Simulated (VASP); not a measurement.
Set up this calculation in VASP 6.6.1, as the native input.

```
Task                   : relaxation of cell and atoms
Functional             : PBE
Potentials or basis    : VASP PAW PBE potentials, release 64 (Si, O)
Cutoff                 : 600 eV
k mesh                 : 4 × 4 × 6
Occupations            : gaussian, width 0.1 eV
Spin                   : no spin polarisation
Dipole correction      : no
Further INCAR settings : ALGO = Normal; EDIFF = 1e-06; IBRION = 2; EDIFFG = -0.04; NSW = 90; ISIF = 3
```

The structure of SiO2 lies in POSCAR:

```
SiO2
1.0
    3.9869252741      0.0000000000      0.0000000000
    0.0000000000      5.9873081802      0.0000000000
    0.0000000000      0.0000000000      3.5850158785
Si O
2 4
Direct
    0.0000000000      0.5000000000      0.5000000000
    0.5000000000      0.0000000000      0.5000000000
    0.1899532613      0.4780498832      0.0000000000
    0.8100467387      0.5219501168      0.0000000000
    0.3100467387      0.9780498832      0.0000000000
    0.6899532613      0.0219501168      0.0000000000
```

The cell was generated, and may not be a known phase.

One way to write it, as run:

INCAR

```
PREC = Accurate
ENCUT = 600
EDIFF = 1E-6
ISMEAR = 0
SIGMA = 0.1
LREAL = F
LASPH = T
NELM = 80
ALGO = Normal
ISIF = 3
LWAVE = F
LCHARG = F
GGA = PE
IBRION = 2
NSW = 90
EDIFFG = -0.04
```

KPOINTS

```
Automatic mesh
0
Gamma
  4 4 6
```

Potentials or basis: VASP PAW PBE potentials, release 64 (Si, O).

Launch:

```sh
$ cat potpaw_PBE.64/Si/POTCAR potpaw_PBE.64/O/POTCAR > POTCAR
$ mpirun -np 1 vasp_std > vasp.out
```

It gave:

* Relaxed volume: 12.23 Å³/atom
* Relaxed cell: a = 4.978 Å, b = 5.907 Å, c = 2.496 Å, α = 90.00°, β = 90.00°, γ = 90.00°
* Space group after relaxing (to 0.1 Å): Pbam (No. 55)
* Energy gained by relaxing: 2107.3 meV/atom
* Ionic steps: 76
* Pressure after relaxing: 0.3 GPa
* Largest force after relaxing: 0.022 eV/Å
* Band gap on the k mesh: 3.08 eV

Caveat: a cell axis changed by over 15 % at a fixed basis, so the end point is rough.

It took 53 min on 1 thread of Intel Xeon 8259CL, on a shared host, peak memory 0.25 GiB.
